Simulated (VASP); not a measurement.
Write the native input for VASP 6.6.1 that does the following.

* Task: single point
* Functional: PBE
* Potentials or basis: VASP PAW PBE potentials, release 64 (Ga_d, Te, As)
* Cutoff: 520 eV
* k mesh: 4 × 4 × 4
* Occupations: gaussian, width 0.1 eV
* Spin: no spin polarisation
* Dipole correction: no
* Further INCAR settings: ALGO = Normal; EDIFF = 1e-06; NBANDS = 40

The structure of Ga4TeAs lies in POSCAR:

```
Ga4TeAs
1.0
    4.0241347700      0.0000000000      0.0000000000
    0.0000000000      4.0241347700      0.0000000000
    0.0000000000      0.0000000000      8.5379723935
Ga Te As
4 1 1
Direct
    0.0000000000      0.0000000000      0.6710050425
    0.5000000000      0.5000000000      0.1507042808
    0.5000000000      0.5000000000      0.8492957192
    0.0000000000      0.0000000000      0.3289949575
    0.5000000000      0.5000000000      0.5000000000
    0.0000000000      0.0000000000      0.0000000000
```

These files were run (other wordings do the same):

INCAR

```
PREC = Accurate ; ENCUT = 520
EDIFF = 1E-6 ; ISMEAR = 0
SIGMA = 0.1 ; LREAL = False
LASPH = True ; NELM = 100
ALGO = Normal ; ISIF = 2
LWAVE = False ; LCHARG = True
GGA = PE ; LELF = True
LVHAR = True ; NBANDS = 40
```

KPOINTS

```
regular mesh
0
Gamma
  4 4 4
```

Potentials or basis: VASP PAW PBE potentials, release 64 (Ga_d, Te, As).

Launch:

```bash
$ cat potpaw_PBE.64/Ga_d/POTCAR potpaw_PBE.64/Te/POTCAR potpaw_PBE.64/As/POTCAR > POTCAR
$ mpirun -np 1 vasp_std > vasp.out
```

It gave:

| Quantity | Value |
| --- | --- |
| Pressure | 0.0 GPa |
| Largest force | 0.027 eV/Å |

Caveat: the k points lie up to 0.39 Å⁻¹ apart.

Wall time 62 s on 1 thread of Intel(R) Xeon(R) 6975P-C (Granite Rapids), on a shared host, peak memory 0.28 GiB.
